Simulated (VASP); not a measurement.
# AgCl (I4mm) in VASP: single point with PBEsol

Aim: the single point of AgCl with PBEsol.

Program: VASP 6.6.1. These are calculated values, not measurements. Logs are shortened: lines on timing, memory, paths and dates and some standing lists are left out, and cuts for length are marked.

### Step 1. The cell of the first run

Symmetry: I4mm, No. 107, tetragonal system. Conventional cell: a = 3.922 Å, b = 3.922 Å, c = 5.546 Å, α = 90.00°, β = 90.00°, γ = 90.00°. Within 3.4 Å of Ag (site symmetry 4mm) lie 6 Cl at 2.55 to 3.00 Å. Within 3.4 Å of Cl (site symmetry 4mm) lie 6 Ag at 2.55 to 3.00 Å.

### Step 2. Single point, PBEsol (one atom moved)

File INCAR:

```
SYSTEM = AgCl
PREC = Accurate
ENCUT = 520
EDIFF = 1E-7
ISMEAR = 0
SIGMA = 0.02
LREAL = .False.
LASPH = .True.
NELM = 60
ALGO = Normal
ISIF = 2
LWAVE = .False.
LCHARG = .False.
GGA = PS
NBANDS = 16
```

File KPOINTS:

```
Automatic mesh
0
Gamma
  8 8 8
  0 0 0
```

File POSCAR:

```
AgCl
1.0
    0.0000000000      2.7731500000      2.7731500000
    2.7731500000      0.0000000000      2.7731500000
    2.7731500000      2.7731500000      0.0000000000
Ag Cl
1 1
Direct
    0.5000000000      0.5000000000      0.5000000000
   -0.0405675856      0.0405675856      0.0405675856
```

Potentials or basis: VASP PAW PBE potentials, release 64 (Ag, Cl).

Started as:

```bash
> cat potpaw_PBE.64/Ag/POTCAR potpaw_PBE.64/Cl/POTCAR > POTCAR
> mpirun -np 1 vasp_std > vasp.out
```

OUTCAR:

```text
SYSTEM = AgCl
   PREC = Accurate
   ENCUT = 520
   EDIFF = 1E-7
   ISMEAR = 0
   LREAL = .False.
   LASPH = .True.
   NELM = 60
   ISIF = 2
   GGA = PS

 ion  position               nearest neighbor table
   1  0.500  0.500  0.500-   2 2.55   2 2.78   2 2.78   2 2.78   2 2.78   2 3.00
   2  0.959  0.041  0.041-   1 2.55   1 2.78   1 2.78   1 2.78   1 2.78   1 3.00

  LATTYP: Found a face centered cubic cell.
 ALAT       =     5.5463000000

  Lattice vectors:

 A1 = (   0.0000000000,   2.7731500000,   2.7731500000)
 A2 = (   2.7731500000,   0.0000000000,   2.7731500000)
 A3 = (   2.7731500000,   2.7731500000,   0.0000000000)

Analysis of symmetry for initial positions (statically):
=====================================================================
 Subroutine PRICEL returns:
 Original cell was already a primitive cell.

 Routine SETGRP: Setting up the symmetry group for a
 face centered cubic supercell.

 Subroutine GETGRP returns: Found  8 space group operations
 (whereof  8 operations were pure point group operations)
 out of a pool of 48 trial point group operations.

The static configuration has the point symmetry C_4v.

Analysis of symmetry for dynamics (positions and initial velocities):
=====================================================================
 Subroutine PRICEL returns:
 Original cell was already a primitive cell.

 Routine SETGRP: Setting up the symmetry group for a
 face centered cubic supercell.

 Subroutine GETGRP returns: Found  8 space group operations
 (whereof  8 operations were pure point group operations)
 out of a pool of 48 trial point group operations.

The dynamic configuration has the point symmetry C_4v.

 Subroutine INISYM returns: Found  8 space group operations
 (whereof  8 operations are pure point group operations),
 and found     1 'primitive' translations

----------------------------------------------------------------------------------------

                                     Primitive cell

  volume of cell :      42.6530

  direct lattice vectors                    reciprocal lattice vectors
     0.000000000  2.773150000  2.773150000    -0.180300380  0.180300380  0.180300380
     2.773150000  0.000000000  2.773150000     0.180300380 -0.180300380  0.180300380
     2.773150000  2.773150000  0.000000000     0.180300380  0.180300380 -0.180300380

  length of vectors
     3.921826340  3.921826340  3.921826340     0.312289420  0.312289420  0.312289420

  position of ions in fractional coordinates (direct lattice)
     0.500000000  0.500000000  0.500000000
     0.959432414  0.040567586  0.040567586

  ion indices of the primitive-cell ions
   primitive index   ion index
                 1           1
                 2           2

----------------------------------------------------------------------------------------

 KPOINTS: Automatic mesh

Automatic generation of k-mesh.
 Grid dimensions read from file:
 generate k-points for:    8    8    8

 Generating k-lattice:

  Cartesian coordinates                     Fractional coordinates (reciprocal lattice)
    -0.022537548  0.022537548  0.022537548     0.125000000  0.000000000  0.000000000
     0.022537548 -0.022537548  0.022537548     0.000000000  0.125000000  0.000000000
     0.022537548  0.022537548 -0.022537548     0.000000000  0.000000000  0.125000000

  Length of vectors
     0.039036177  0.039036177  0.039036177

  Shift w.r.t. Gamma in fractional coordinates (k-lattice)
     0.000000000  0.000000000  0.000000000

 Subroutine IBZKPT returns following result:
 ===========================================

 Found     59 irreducible k-points:

 Following reciprocal coordinates:
            Coordinates               Weight
  0.000000  0.000000  0.000000      1.000000
  0.125000  0.000000  0.000000      8.000000
  0.250000  0.000000  0.000000      8.000000
  0.375000  0.000000  0.000000      8.000000
  0.500000  0.000000  0.000000      4.000000
  0.125000  0.125000  0.000000      4.000000
[... 16 lines left out ...]
  0.000000  0.375000  0.250000      8.000000
  0.500000  0.250000  0.000000     16.000000
 [... further k-points ...]
   k-points           NKPTS =     59   k-points in BZ     NKDIM =     59   number of bands    NBANDS=     16
   number of dos      NEDOS =    301   number of ions     NIONS =      2
   total plane-waves  NPLWV =  27000
   dimension x,y,z NGX =    30 NGY =   30 NGZ =   30
   dimension x,y,z NGXF=    60 NGYF=   60 NGZF=   60
   ions per type =               1   1
   NGX,Y,Z   is equivalent  to a cutoff of  12.72, 12.72, 12.72 a.u.
   NGXF,Y,Z  is equivalent  to a cutoff of  25.43, 25.43, 25.43 a.u.
 SYSTEM =  AgCl
   PREC   = accura    normal or accurate (medium, high low for compatibility)
   ISTART =      0    job   : 0-new  1-cont  2-samecut
   ICHARG =      2    charge: 1-file 2-atom 10-const
   ISPIN  =      1    spin polarized calculation?
   LNONCOLLINEAR =      F non collinear calculations
   LSORBIT =      F    spin-orbit coupling
   LASPH  =      T    aspherical Exc in radial PAW
   ENCUT  =  520.0 eV  38.22 Ry    6.18 a.u.   7.29  7.29  7.29*2*pi/ulx,y,z
   NELM   =     60;   NELMIN=  2; NELMDL= -5     # of ELM steps
   EDIFF  = 0.1E-06   stopping-criterion for ELM
   LREAL  =      F    real-space projection
   EDIFFG = 0.1E-05   stopping-criterion for IOM
   NSW    =      0    number of steps for IOM
   IBRION =     -1    ionic relax: 0-MD 1-quasi-New 2-CG
   NFREE  =      0    steps in history (QN), initial steepest desc. (CG)
   ISIF   =      2    stress and relaxation
   ISYM   =      2    0-nonsym 1-usesym 2-fastsym
   POTIM  = 0.5000    time-step for ionic-motion
   TEBEG  =    0.0;   TEEND  =   0.0 temperature during run
   PSTRESS=    0.0 pullay stress
   NELECT =      18.0000    total number of electrons
   NUPDOWN=      -1.0000    fix difference up-down
   EMIN   =  10.00;   EMAX   =-10.00  energy-range for DOS
   EFERMI =   0.00;   METHOD = LEGACY
   ISMEAR =     0;   SIGMA  =   0.02  broadening in eV -4-tet -1-fermi 0-gaus
   EFERMI_NEDOS =   21; number of points for ismear=-14 and -15
   IALGO  =     38    algorithm
   IMIX   =      4    mixing-type and parameters
     AMIX     =   0.40;   BMIX     =  1.00
     AMIX_MAG =   1.60;   BMIX_MAG =  1.00
  volume/ion in A,a.u.               =      21.33       143.92
  Fermi-wavevector in a.u.,A,eV,Ry     =   1.227955  2.320498 20.515850  1.507872
  Thomas-Fermi vector in A             =   2.362898
   LORBIT       =      0    0 simple, 1 ext, 2 COOP (PROOUT), +10 PAW based schemes
   GGA     = PS    functional components
   LHFCALC =     F    Hartree Fock is set to
   AEXX    =    0.0000 exact exchange contribution
   IVDW    =     0    specifies the selected vdW correction
   LEPSILON=     F    determine dielectric tensor
   LRPA    =     F    only Hartree local field effects (RPA)
 non-spin polarized calculation
 Gauss-broadening in eV      SIGMA  =   0.02
  energy-cutoff  :      520.00
  volume of cell :       42.65
 maximum number of plane-waves:      1174
 NGX is ok and might be reduce to    30
   NGX = 15   NGY = 15   NGZ = 15

 number of electron      18.0000003 magnetization

 Free energy of the ion-electron system (eV)
  ---------------------------------------------------
  ext. energy  EPLUGINS =         0.00000000
  ---------------------------------------------------
  free energy    TOTEN  =        -6.01592445 eV

  energy without entropy =       -6.01592445  energy(sigma->0) =       -6.01592445

 E-fermi :   3.8355     XC(G=0): -10.2060

 val. band max:        3.6667820898   @ k =   0.5000   0.0000   0.0000
 cond. band min:       4.4643708697   @ k =   0.0000   0.0000   0.0000
 fundamental gap:      0.7975887799
 Fermi energy:         3.8355313801

 k-point     1 :       0.0000    0.0000    0.0000
  band No.  band energies     occupation
      1     -11.4596      2.00000
      2       0.4542      2.00000
      3       0.8214      2.00000
      4       0.8214      2.00000
      5       1.2400      2.00000
      6       1.2811      2.00000
[... 8 lines left out ...]
     15      16.4366      0.00000
     16      17.0787      0.00000

 k-point     2 :       0.1250    0.0000    0.0000
  band No.  band energies     occupation
      1     -11.3991      2.00000
      2       0.0710      2.00000
      3       0.4920      2.00000
      4       0.6022      2.00000
      5       1.2597      2.00000
      6       1.2647      2.00000
[... 8 lines left out ...]
     15      15.7909      0.00000
     16      16.3705      0.00000

 k-point     3 :       0.2500    0.0000    0.0000
  band No.  band energies     occupation
      1     -11.2468      2.00000
      2      -0.6691      2.00000
      3      -0.0229      2.00000
      4      -0.0024      2.00000
      5       1.3823      2.00000
      6       1.3847      2.00000
[... 8 lines left out ...]
     15      15.9655      0.00000
     16      16.2799      0.00000

 k-point     4 :       0.3750    0.0000    0.0000
  band No.  band energies     occupation
      1     -11.0849      2.00000
      2      -1.3564      2.00000
      3      -0.4130      2.00000
      4      -0.3434      2.00000
      5       1.5235      2.00000
      6       1.5264      2.00000
[... 8 lines left out ...]
     15      16.8374      0.00000
     16      16.8606      0.00000
[... 324 lines left out ...]
 k-point    22 :       0.3750    0.2500    0.0000
  band No.  band energies     occupation
      1     -11.0968      2.00000
      2      -0.9543      2.00000
      3      -0.0923      2.00000
      4       0.2463      2.00000
      5       1.1923      2.00000
      6       1.5504      2.00000
[... 8 lines left out ...]
     15      18.2298      0.00000
     16      19.2691      0.00000

 k-point    23 :       0.0000    0.3750    0.2500
  band No.  band energies     occupation
      1     -11.0954      2.00000
      2      -1.0725      2.00000
      3       0.1450      2.00000
      4       0.2653      2.00000
      5       1.1658      2.00000
      6       1.5500      2.00000
[... 8 lines left out ...]
     15      18.2605      0.00000
     16      19.3532      0.00000

 k-point    24 :       0.5000    0.2500    0.0000
  band No.  band energies     occupation
      1     -11.0044      2.00000
      2      -1.0235      2.00000
      3      -0.4725      2.00000
      4      -0.1297      2.00000
      5       1.3344      2.00000
      6       1.6378      2.00000
[... 8 lines left out ...]
     15      17.9954      0.00000
     16      18.8800      0.00000

 [... further k-points ...]

------------------------ aborting loop because EDIFF is reached ----------------------------------------

  FORCE on cell =-STRESS in cart. coord.  units (eV):
  Direction    XX          YY          ZZ          XY          YZ          ZX
  --------------------------------------------------------------------------------------
  -------------------------------------------------------------------------------------
  Total       -0.0863752     -0.7072258     -0.7072258      0.0000000      0.0000000      0.0000000
  in kB       -3.2445117    -26.5655362    -26.5655362      0.0000000      0.0000000      0.0000000
  external PRESSURE =     -18.7918613 kB  Pullay stress =       0.0000000 kB

 VOLUME and BASIS-vectors are now :
 -----------------------------------------------------------------------------
  energy-cutoff  :      520.00
  volume of cell :       42.65
      direct lattice vectors                 reciprocal lattice vectors
     0.000000000  2.773150000  2.773150000    -0.180300380  0.180300380  0.180300380
     2.773150000  0.000000000  2.773150000     0.180300380 -0.180300380  0.180300380
     2.773150000  2.773150000  0.000000000     0.180300380  0.180300380 -0.180300380

 POSITION                                       TOTAL-FORCE (eV/Angst)
 -----------------------------------------------------------------------------------
      2.77315      2.77315      2.77315         0.275738      0.000000      0.000000
      0.22500      2.77315      2.77315        -0.275738      0.000000      0.000000
 -----------------------------------------------------------------------------------
    total drift:                                0.000171     -0.000000     -0.000000

  FREE ENERGIE OF THE ION-ELECTRON SYSTEM (eV)
  ---------------------------------------------------
  free  energy   TOTEN  =        -6.0159244533 eV

  energy  without entropy=       -6.0159244533  energy(sigma->0) =       -6.01592445
```

It took 18 s on 1 thread of AMD EPYC 9R45 (Zen 5), shared host; peak memory 0.16 GiB.

Results:

* Free energy: -6.0159 eV
* Pressure: -1.9 GPa
* Largest force: 0.276 eV/Å
* Band gap on the k mesh: 0.80 eV (least direct gap 2.30 eV)

Forces in eV/Å, atoms in the order of the input:
```
Ag   0.276  0.000  0.000
Cl  -0.276  0.000  0.000
```

Caveat: the cell differs from its parent crystal (one atom moved); the PAW data sets were made with another functional, which shifts forces and pressure a little. A k mesh can miss the band edges.
